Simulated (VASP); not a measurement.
# Co (P6/mmm) in VASP: further runs, part 3 of 3

VASP 6.6.1.

### Step 5. Relaxation of cell and atoms, revPBE

This run uses another cell than the first one, of 11.07 Å³/atom, 0.953 times its volume.

INCAR reads:

```
SYSTEM = Co
PREC = Accurate ; ENCUT = 600
EDIFF = 1E-7 ; ISMEAR = -1
SIGMA = 0.1 ; LREAL = .False.
LASPH = .True. ; NELM = 100
ALGO = Normal ; ISIF = 3
LWAVE = .False. ; LCHARG = .False.
GGA = RE ; IBRION = 2
NSW = 80 ; EDIFFG = -0.01
```

KPOINTS reads:

```
Automatic mesh
0
Gamma
  9 9 13
  0 0 0
```

POSCAR reads:

```
Co
1.0
    3.9701439143      0.0000000000      0.0000000000
   -1.9850719572      3.4382454865      0.0000000000
    0.0000000000      0.0000000000      2.4336982195
Co
3
Direct
    0.0000000000      0.0000000000      0.0000000000
    0.3333333333      0.6666666667      0.5000000000
    0.6666666667      0.3333333333      0.5000000000
```

Potentials or basis: VASP PAW PBE potentials, release 64 (Co).

Command:

```
$ cat potpaw_PBE.64/Co/POTCAR > POTCAR
$ mpirun -np 1 vasp_std > vasp.out
```

OUTCAR:

```text
SYSTEM = Co
   PREC = Accurate
   ENCUT = 600
   EDIFF = 1E-7
   ISMEAR = -1
   LREAL = .False.
   LASPH = .True.
   NELM = 100
   ISIF = 3
   GGA = RE
   IBRION = 2
   NSW = 80
   EDIFFG = -0.01

 ion  position               nearest neighbor table
   1  0.000  0.000  0.000-   2 2.60   3 2.60   2 2.60   3 2.60   3 2.60   3 2.60   2 2.60   2 2.60
                             3 2.60   3 2.60   2 2.60   2 2.60
   2  0.333  0.667  0.500-   3 2.29   3 2.29   3 2.29   1 2.60   1 2.60   1 2.60   1 2.60   1 2.60
                             1 2.60
   3  0.667  0.333  0.500-   2 2.29   2 2.29   2 2.29   1 2.60   1 2.60   1 2.60   1 2.60   1 2.60
                             1 2.60

  LATTYP: Found a hexagonal cell.
 ALAT       =     3.9701439143
 C/A-ratio  =     0.6130000000

  Lattice vectors:

 A1 = (   3.9701439143,   0.0000000000,   0.0000000000)
 A2 = (  -1.9850719572,   3.4382454865,   0.0000000000)
 A3 = (   0.0000000000,   0.0000000000,   2.4336982195)

Analysis of symmetry for initial positions (statically):
=====================================================================
 Subroutine PRICEL returns:
 Original cell was already a primitive cell.

 Routine SETGRP: Setting up the symmetry group for a
 hexagonal supercell.

 Subroutine GETGRP returns: Found 24 space group operations
 (whereof 24 operations were pure point group operations)
 out of a pool of 24 trial point group operations.

The static configuration has the point symmetry D_6h.

Analysis of symmetry for dynamics (positions and initial velocities):
[... 149 lines left out ...]
 NGX is ok and might be reduce to    32
   NGX = 15   NGY = 15   NGZ =  9

--------------------------------------- Ionic step        1  -------------------------------------------

 number of electron      27.0000007 magnetization

 Free energy of the ion-electron system (eV)
  ---------------------------------------------------
  ext. energy  EPLUGINS =         0.00000000
  ---------------------------------------------------
  free energy    TOTEN  =       -18.84949150 eV

  energy without entropy =      -18.53097918  energy(sigma->0) =      -18.69023534

 E-fermi :   9.9446     XC(G=0): -13.2085

 val. band max:        9.9436382520   @ k =   0.4444  -0.0000   0.0000
 cond. band min:       9.9458491048   @ k =   0.1111   0.1111   0.2308
 fundamental gap:      0.0022108528
 Fermi energy:         9.9445743660

 k-point     1 :       0.0000    0.0000    0.0000
  band No.  band energies     occupation
      1       1.2845      2.00000
      2       6.0800      2.00000
      3       7.2580      2.00000
      4       7.2580      2.00000
      5       7.2771      2.00000
      6       7.2771      2.00000
[... 618 lines left out ...]
--------------------------------------- Ionic step        5  -------------------------------------------

 number of electron      27.0000007 magnetization

 Free energy of the ion-electron system (eV)
  ---------------------------------------------------
  ext. energy  EPLUGINS =         0.00000000
  ---------------------------------------------------
  free energy    TOTEN  =       -18.87150860 eV

  energy without entropy =      -18.56497489  energy(sigma->0) =      -18.71824175

 E-fermi :  10.4112     XC(G=0): -13.3945

 val. band max:       10.4100470559   @ k =   0.4444  -0.0000   0.0000
 cond. band min:      10.4118117320   @ k =   0.1111   0.1111   0.2308
 fundamental gap:      0.0017646762
 Fermi energy:        10.4111900227

 k-point     1 :       0.0000    0.0000    0.0000
  band No.  band energies     occupation
      1       1.5443      2.00000
      2       6.3679      2.00000
      3       7.6045      2.00000
      4       7.6045      2.00000
      5       7.6204      2.00000
      6       7.6204      2.00000
[... 501 lines left out ...]
  FREE ENERGIE OF THE ION-ELECTRON SYSTEM (eV)
  ---------------------------------------------------
  free  energy   TOTEN  =       -18.8715086005 eV

  energy  without entropy=      -18.5649748901  energy(sigma->0) =      -18.71824175

 reached required accuracy - stopping structural energy minimisation
```

CONTCAR:

```text
Co
   1.00000000000000
     3.9290389362395337    0.0000000000005989   -0.0000000000000000
    -1.9645194681687308    3.4026475312762150    0.0000000000000000
     0.0000000000000000    0.0000000000000000    2.4081865698794744
  Co
     3
Direct
     1.0000000000000000    1.0000000000000000    1.0000000000000000
     0.3333333332999970    0.6666666667000030    0.5000000000000000
     0.6666666667000030    0.3333333332999970    0.5000000000000000

  0.00000000E+00  0.00000000E+00  0.00000000E+00
  0.00000000E+00  0.00000000E+00  0.00000000E+00
  0.00000000E+00  0.00000000E+00  0.00000000E+00
```

Run time: 10 min. Hardware: 1 thread of AMD EPYC 7R13, shared host; peak memory 0.16 GiB.

Results:

```
Free energy                            : -18.8715 eV
Relaxed volume                         : 10.73 Å³/atom
Relaxed cell                           : a = 3.929 Å, b = 3.929 Å, c = 2.408 Å, α = 90.00°, β = 90.00°, γ = 120.00°
Space group after relaxing (to 0.05 Å) : P6/mmm (No. 191)
Energy gained by relaxing              : 7.3 meV/atom
Ionic steps                            : 5
Pressure after relaxing                : -0.1 GPa
```

The path:
```csv
step,energy change (eV),largest force (eV/Å),pressure (GPa),volume (Å³)
1,0.0000,0.0000,-6.53,33.22
2,0.0048,0.0000,8.22,31.10
3,-0.0220,0.0000,-0.01,32.18
4,-0.0220,0.0000,0.12,32.16
5,-0.0220,0.0000,-0.11,32.20
```

Final structure:
```
CELL_PARAMETERS angstrom
3.92904 0.00000 0.00000
-1.96452 3.40265 0.00000
0.00000 0.00000 2.40819
ATOMIC_POSITIONS crystal
Co 0.00000 0.00000 0.00000
Co 0.33333 0.66667 0.50000
Co 0.66667 0.33333 0.50000
```

Caveat: the PAW data sets were made with another functional, which shifts forces and pressure a little; the run has no spin polarisation, though such a crystal can be magnetic. Spin polarisation is off, so any magnetic state and its effect on volume and gap are missing.

### Step 6. The runs side by side

| task | cell | k mesh | cutoff (eV) | gap on the mesh (eV) | pressure (GPa) |
| --- | --- | --- | --- | --- | --- |
| single point | a = 4.034, b = 4.034, c = 2.474 Å, angles 90.0, 90.0, 120.0°, 3 atoms | 10 × 10 × 15 | 520 | none | -14.5 |
| single point | a = 4.083, b = 4.083, c = 2.504 Å, angles 90.0, 90.0, 120.0°, 3 atoms | 10 × 10 × 15 | 520 | none | -19.4 |
| single point | a = 3.932, b = 3.932, c = 2.411 Å, angles 90.0, 90.0, 120.0°, 3 atoms | 12 × 12 × 17 | 520 | none | -0.4 |
| relaxation of cell and atoms | relaxed from a = 3.970, b = 3.970, c = 2.434 Å, angles 90.0, 90.0, 120.0°, 3 atoms | 9 × 9 × 13 | 600 | none | -0.1 |

Alike in all rows: level revPBE; potentials or basis VASP PAW PBE potentials, release 64 (Co); no spin polarisation; smearing fermi-dirac 0.1 eV.

Caveats: the PAW data sets were made with another functional, which shifts forces and pressure a little; the run has no spin polarisation, though such a crystal can be magnetic.

Absolute energies hang on the potentials; compare differences alone.
